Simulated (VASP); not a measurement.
Ge:

```xyz
1
Lattice="-1.6084 1.6084 1.8732 1.6084 -1.6084 1.8732 1.6084 1.6084 -1.8732" Properties=species:S:1:pos:R:3 pbc="T T T"
Ge    0.0000    0.0000    1.8732
```

Program: VASP 6.6.1. Alike in all runs: task single point; potentials or basis VASP PAW PBE potentials, release 64 (Ge_d); no spin polarisation; cell as given; cutoff (eV) 520.

Question: Order these runs on this cell by their pressure, lowest first.
A. level B3LYP; k mesh 6 × 6 × 6; smearing fermi-dirac 0.05 eV; grid for exact exchange (PRECFOCK) Normal; share of exact exchange 0.2
B. level HF; k mesh 6 × 6 × 6; smearing fermi-dirac 0.05 eV; grid for exact exchange (PRECFOCK) Normal; share of exact exchange 1
C. level PBE; k mesh 12 × 12 × 12; smearing gaussian 0.012 eV
D. level PBE0; k mesh 6 × 6 × 6; smearing fermi-dirac 0.05 eV; grid for exact exchange (PRECFOCK) Normal; share of exact exchange 0.25
E. level PBEsol-based global hybrid with 25 % exact exchange; k mesh 6 × 6 × 6; smearing fermi-dirac 0.05 eV; grid for exact exchange (PRECFOCK) Normal; share of exact exchange 0.25

Answer: E (-3.8 GPa), D (-1.6 GPa), C (0.8 GPa), A (4.0 GPa), B (5.9 GPa).

Caveats: some runs use coarse meshes; the PAW data sets were made with another functional, which shifts forces and pressure a little (at least some runs).
